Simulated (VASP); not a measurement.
Ag, 1 atom in the cell. It takes space group Fm-3m (No. 225, cubic). The conventional cell has a = 4.040 Å, b = 4.040 Å, c = 4.040 Å, α = 90.00°, β = 90.00°, γ = 90.00°. Ag (site symmetry m-3m) has 12 Ag at 2.86 Å within 3.8 Å. 

| Property | Result |
| --- | --- |
| Program | VASP 6.6.1 |
| Task | single point |
| Functional | revPBE |
| Dispersion | D3(BJ) |
| Potentials or basis | VASP PAW PBE potentials, release 64 (Ag) |
| Cutoff | 520 eV |
| k mesh | 11 × 11 × 11 |
| Occupations | fermi-dirac, width 0.05 eV |
| Spin | no spin polarisation |
| Dipole correction | no |
| Further INCAR settings | ALGO = Normal; EDIFF = 1e-06; NBANDS = 12 |

Potentials or basis: VASP PAW PBE potentials, release 64 (Ag).

Run with:

```sh
$ cat potpaw_PBE.64/Ag/POTCAR > POTCAR
$ mpirun -np 1 vasp_std > vasp.out
```

Hardware: 1 thread of Intel Xeon 6975P-C, with other jobs on the host.

**Question.** How long does it take, and how much memory?

**Answer.** Wall time 5.4 s on 1 thread of Intel Xeon 6975P-C, with other jobs on the host, peak memory 0.15 GiB. Counts: scf iterations 11, k points 56.
